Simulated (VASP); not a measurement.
# Ga2O3 (C2/m) in VASP: a series of runs, part 2 of 2

VASP 6.6.1. Earlier steps stand in the parts before.

## 4. Single point, PBE

File INCAR:

```
SYSTEM = Ga2O3
ALGO     = Normal         ! electronic algorithm
EDIFF    = 1E-6           ! SCF threshold, eV
ENCUT    = 600            ! plane-wave cutoff, eV
GGA      = PE             ! functional
GGA_COMPAT= .False.      
ISIF     = 2              ! what is computed and relaxed
ISMEAR   = 0              ! smearing method
KPAR     = 4            
LASPH    = .True.         ! aspherical terms in the spheres
LCHARG   = .False.        ! write CHGCAR
LREAL    = .False.        ! projectors in reciprocal space
LWAVE    = .False.        ! write WAVECAR
NBANDS   = 55             ! bands
NELM     = 120            ! most SCF steps
PREC     = Accurate       ! precision mode
SIGMA    = 0.01           ! smearing width, eV
```

File KPOINTS:

```
k-points
0
Gamma
  10 10 6
  0 0 0
```

File POSCAR:

```
Ga2O3
1.0
    6.2275754705     -1.5417276136      0.0115434834
    6.2275754705      1.5417276136      0.0115434834
   -1.4027082952      0.0000000000      5.7077450779
Ga O
4 6
Direct
    0.0899097667      0.0899097667      0.7947196664
    0.9100902333      0.9100902333      0.2052803336
    0.6584982818      0.6584982818      0.3141774537
    0.3415017182      0.3415017182      0.6858225463
    0.1634881127      0.1634881127      0.1091964732
    0.8365118873      0.8365118873      0.8908035268
    0.1737033268      0.1737033268      0.5643575504
    0.8262966732      0.8262966732      0.4356424496
    0.4960238679      0.4960238679      0.2567022013
    0.5039761321      0.5039761321      0.7432977987
```

Potentials or basis: VASP PAW PBE potentials, release 64 (Ga_d, O).

Started as:

```console
> cat potpaw_PBE.64/Ga_d/POTCAR potpaw_PBE.64/O/POTCAR > POTCAR
> mpirun -np 4 vasp_std > vasp.out
```

OUTCAR:

```text
SYSTEM = Ga2O3
   EDIFF = 1E-6
   ENCUT = 600
   GGA = PE
   ISIF = 2
   ISMEAR = 0
   LASPH = .True.
   LREAL = .False.
   NELM = 120
   PREC = Accurate

 ion  position               nearest neighbor table
   1  0.090  0.090  0.795-   5 1.86  10 1.86  10 1.86   7 1.90
   2  0.910  0.910  0.205-   6 1.86   9 1.86   9 1.86   8 1.90
   3  0.658  0.658  0.314-   5 1.97   5 1.97   9 1.97   8 2.04   7 2.11   7 2.11
   4  0.342  0.342  0.686-   6 1.97   6 1.97  10 1.97   7 2.04   8 2.11   8 2.11
   5  0.163  0.163  0.109-   1 1.86   3 1.97   3 1.97
   6  0.837  0.837  0.891-   2 1.86   4 1.97   4 1.97
   7  0.174  0.174  0.564-   1 1.90   4 2.04   3 2.11   3 2.11
   8  0.826  0.826  0.436-   2 1.90   3 2.04   4 2.11   4 2.11
   9  0.496  0.496  0.257-   2 1.86   2 1.86   3 1.97
  10  0.504  0.504  0.743-   1 1.86   1 1.86   4 1.97

  LATTYP: Found a base centered monoclinic cell.
 ALAT       =    12.4551723381
 B/A-ratio  =     0.2475642362
 C/A-ratio  =     0.4718987142
 COS(beta)  =    -0.2368536076

  Lattice vectors:

 A1 = (   6.2275754705,  -1.5417276136,   0.0115434834)
 A2 = (   6.2275754705,   1.5417276136,   0.0115434834)
 A3 = (  -1.4027082952,   0.0000000000,   5.7077450779)

Analysis of symmetry for initial positions (statically):
=====================================================================
 Subroutine PRICEL returns:
 Original cell was already a primitive cell.

 Routine SETGRP: Setting up the symmetry group for a
 base centered monoclinic supercell.

 Subroutine GETGRP returns: Found  4 space group operations
 (whereof  4 operations were pure point group operations)
 out of a pool of  4 trial point group operations.

The static configuration has the point symmetry C_2h.

Analysis of symmetry for dynamics (positions and initial velocities):
=====================================================================
 Subroutine PRICEL returns:
 Original cell was already a primitive cell.

 Routine SETGRP: Setting up the symmetry group for a
 base centered monoclinic supercell.

 Subroutine GETGRP returns: Found  4 space group operations
 (whereof  4 operations were pure point group operations)
 out of a pool of  4 trial point group operations.

The dynamic configuration has the point symmetry C_2h.

 Subroutine INISYM returns: Found  4 space group operations
 (whereof  4 operations are pure point group operations),
 and found     1 'primitive' translations

----------------------------------------------------------------------------------------

                                     Primitive cell

  volume of cell :     109.6526

  direct lattice vectors                    reciprocal lattice vectors
     6.227575470 -1.541727614  0.011543483     0.080251510 -0.324311503  0.019722230
     6.227575470  1.541727614  0.011543483     0.080251510  0.324311503  0.019722230
    -1.402708295  0.000000000  5.707745078    -0.000324605  0.000000000  0.175120763

  length of vectors
     6.415586764  6.415586764  5.877579811     0.334674801  0.334674801  0.175121064

  position of ions in fractional coordinates (direct lattice)
[... 50 lines left out ...]
 Following reciprocal coordinates:
            Coordinates               Weight
  0.000000  0.000000  0.000000      1.000000
  0.100000 -0.000000 -0.000000      4.000000
  0.200000 -0.000000 -0.000000      4.000000
  0.300000 -0.000000  0.000000      4.000000
  0.400000 -0.000000  0.000000      4.000000
  0.500000 -0.000000  0.000000      2.000000
[... 16 lines left out ...]
  0.300000  0.300000  0.000000      2.000000
  0.400000  0.300000  0.000000      4.000000
 [... further k-points ...]
   k-points           NKPTS =    172   k-points in BZ     NKDIM =    172   number of bands    NBANDS=     55
   number of dos      NEDOS =    301   number of ions     NIONS =     10
   total plane-waves  NPLWV = 139968
   dimension x,y,z NGX =    54 NGY =   54 NGZ =   48
   dimension x,y,z NGXF=   108 NGYF=  108 NGZF=   96
   ions per type =               4   6
   NGX,Y,Z   is equivalent  to a cutoff of  13.99, 13.99, 13.58 a.u.
   NGXF,Y,Z  is equivalent  to a cutoff of  27.99, 27.99, 27.15 a.u.
 SYSTEM =  Ga2O3
   PREC   = accura    normal or accurate (medium, high low for compatibility)
   ISTART =      0    job   : 0-new  1-cont  2-samecut
   ICHARG =      2    charge: 1-file 2-atom 10-const
   ISPIN  =      1    spin polarized calculation?
   LNONCOLLINEAR =      F non collinear calculations
   LSORBIT =      F    spin-orbit coupling
   LASPH  =      T    aspherical Exc in radial PAW
   ENCUT  =  600.0 eV  44.10 Ry    6.64 a.u.  12.81 12.81 11.74*2*pi/ulx,y,z
   NELM   =    120;   NELMIN=  2; NELMDL= -5     # of ELM steps
   EDIFF  = 0.1E-05   stopping-criterion for ELM
   LREAL  =      F    real-space projection
   EDIFFG = 0.1E-04   stopping-criterion for IOM
   NSW    =      0    number of steps for IOM
   IBRION =     -1    ionic relax: 0-MD 1-quasi-New 2-CG
   NFREE  =      0    steps in history (QN), initial steepest desc. (CG)
   ISIF   =      2    stress and relaxation
   ISYM   =      2    0-nonsym 1-usesym 2-fastsym
   POTIM  = 0.5000    time-step for ionic-motion
   TEBEG  =    0.0;   TEEND  =   0.0 temperature during run
   PSTRESS=    0.0 pullay stress
   NELECT =      88.0000    total number of electrons
   NUPDOWN=      -1.0000    fix difference up-down
   EMIN   =  10.00;   EMAX   =-10.00  energy-range for DOS
   EFERMI =   0.00;   METHOD = LEGACY
   ISMEAR =     0;   SIGMA  =   0.01  broadening in eV -4-tet -1-fermi 0-gaus
   EFERMI_NEDOS =   21; number of points for ismear=-14 and -15
   IALGO  =     38    algorithm
   IMIX   =      4    mixing-type and parameters
     AMIX     =   0.40;   BMIX     =  1.00
     AMIX_MAG =   1.60;   BMIX_MAG =  1.00
  volume/ion in A,a.u.               =      10.97        74.00
  Fermi-wavevector in a.u.,A,eV,Ry     =   1.521351  2.874936 31.490799  2.314508
  Thomas-Fermi vector in A             =   2.630078
   LORBIT       =      0    0 simple, 1 ext, 2 COOP (PROOUT), +10 PAW based schemes
   GGA     = PE    functional components
   LHFCALC =     F    Hartree Fock is set to
   AEXX    =    0.0000 exact exchange contribution
   IVDW    =     0    specifies the selected vdW correction
   LEPSILON=     F    determine dielectric tensor
   LRPA    =     F    only Hartree local field effects (RPA)
 non-spin polarized calculation
 Gauss-broadening in eV      SIGMA  =   0.01
  energy-cutoff  :      600.00
  volume of cell :      109.65
 maximum number of plane-waves:      3682
 NGX is ok and might be reduce to    54
   NGX = 25   NGY = 25   NGZ = 23

 number of electron      88.0000003 magnetization

 Free energy of the ion-electron system (eV)
  ---------------------------------------------------
  ext. energy  EPLUGINS =         0.00000000
  ---------------------------------------------------
  free energy    TOTEN  =       -59.69345825 eV

  energy without entropy =      -59.69345825  energy(sigma->0) =      -59.69345825

 E-fermi :   3.5454     XC(G=0): -11.3732

 val. band max:        3.4365244955   @ k =   0.5000   0.4000   0.5000
 cond. band min:       5.4313645812   @ k =   0.0000   0.0000   0.0000
 fundamental gap:      1.9948400857
 Fermi energy:         3.5454255335

 k-point     1 :       0.0000    0.0000    0.0000
  band No.  band energies     occupation
      1     -15.1883      2.00000
      2     -14.1313      2.00000
      3     -14.1012      2.00000
      4     -13.9974      2.00000
      5     -13.5550      2.00000
      6     -13.5487      2.00000
[... 1381 lines left out ...]
     54      14.4707      0.00000
     55      15.7007      0.00000

 [... further k-points ...]
[... 5 lines left out ...]
  --------------------------------------------------------------------------------------
  -------------------------------------------------------------------------------------
  Total        0.2386324      0.3301316      0.2388733      0.0000000      0.0000000      0.0183968
  in kB        3.4867520      4.8236815      3.4902718      0.0000000      0.0000000      0.2688035
  external PRESSURE =       3.9335684 kB  Pullay stress =       0.0000000 kB

 VOLUME and BASIS-vectors are now :
 -----------------------------------------------------------------------------
  energy-cutoff  :      600.00
  volume of cell :      109.65
      direct lattice vectors                 reciprocal lattice vectors
     6.227575470 -1.541727614  0.011543483     0.080251510 -0.324311503  0.019722230
     6.227575470  1.541727614  0.011543483     0.080251510  0.324311503  0.019722230
    -1.402708295  0.000000000  5.707745078    -0.000324605  0.000000000  0.175120763

 POSITION                                       TOTAL-FORCE (eV/Angst)
 -----------------------------------------------------------------------------------
      0.00508      0.00000      4.53813         0.002945      0.000000      0.005888
     11.04736      0.00000      1.19270        -0.002945      0.000000     -0.005888
      7.76100      0.00000      1.80845        -0.010147      0.000000     -0.003275
      3.29145      0.00000      3.92238         0.010147      0.000000      0.003275
      1.88310      0.00000      0.62704         0.019301      0.000000     -0.016914
      9.16934      0.00000      5.10379        -0.019301      0.000000      0.016914
      1.37187      0.00000      3.22522        -0.010818      0.000000     -0.001538
      9.68057      0.00000      2.50561         0.010818      0.000000      0.001538
      5.81797      0.00000      1.47664         0.002624      0.000000      0.005168
      5.23447      0.00000      4.25419        -0.002624      0.000000     -0.005168
 -----------------------------------------------------------------------------------
    total drift:                               -0.000000      0.000000      0.000000

  FREE ENERGIE OF THE ION-ELECTRON SYSTEM (eV)
  ---------------------------------------------------
  free  energy   TOTEN  =       -59.6934582463 eV

  energy  without entropy=      -59.6934582463  energy(sigma->0) =      -59.69345825
```

It took 15 min on 4 MPI ranks of Intel Xeon Platinum 8175M at 2.50GHz (Skylake/Cascade Lake), shared host; peak memory 1 GiB.

Results:

```yaml
Free_energy: -59.6935 eV
Pressure: 0.4 GPa
Largest_force: 0.026 eV/Å
Band_gap_on_the_k_mesh: 1.99 eV (least direct gap 2.02 eV)
```

Forces in eV/Å, atoms in the order of the input:
```
Ga   0.003  0.000  0.006
Ga  -0.003  0.000 -0.006
Ga  -0.010  0.000 -0.003
Ga   0.010  0.000  0.003
O    0.019  0.000 -0.017
O   -0.019  0.000  0.017
O   -0.011  0.000 -0.002
O    0.011  0.000  0.002
O    0.003  0.000  0.005
O   -0.003  0.000 -0.005
```

Stress tensor (GPa, compression positive):
```
0.35 0.00 0.03
0.00 0.48 0.00
0.03 0.00 0.35
```

A k mesh can miss the band edges.

## 5. Overview

```tsv
cell	k mesh	cutoff (eV)	smearing	gap on the mesh (eV)	pressure (GPa)	largest force (eV/Å)
a = 6.415, b = 6.415, c = 5.878 Å, angles 103.3, 103.3, 27.8°, 10 atoms	8 × 8 × 4	520	gaussian 0.05 eV	2.00	0.6	0.03
a = 6.415, b = 6.415, c = 5.878 Å, angles 103.3, 103.3, 27.8°, 10 atoms	10 × 10 × 6	600	gaussian 0.05 eV	1.99	0.3	0.03
a = 6.416, b = 6.416, c = 5.878 Å, angles 103.3, 103.3, 27.8°, 10 atoms	10 × 10 × 6	600	gaussian 0.01 eV	1.99	0.4	0.03
```

Alike in all rows: task single point; level PBE; potentials or basis VASP PAW PBE potentials, release 64 (Ga_d, O); no spin polarisation.

Absolute energies hang on the potentials; compare differences alone.
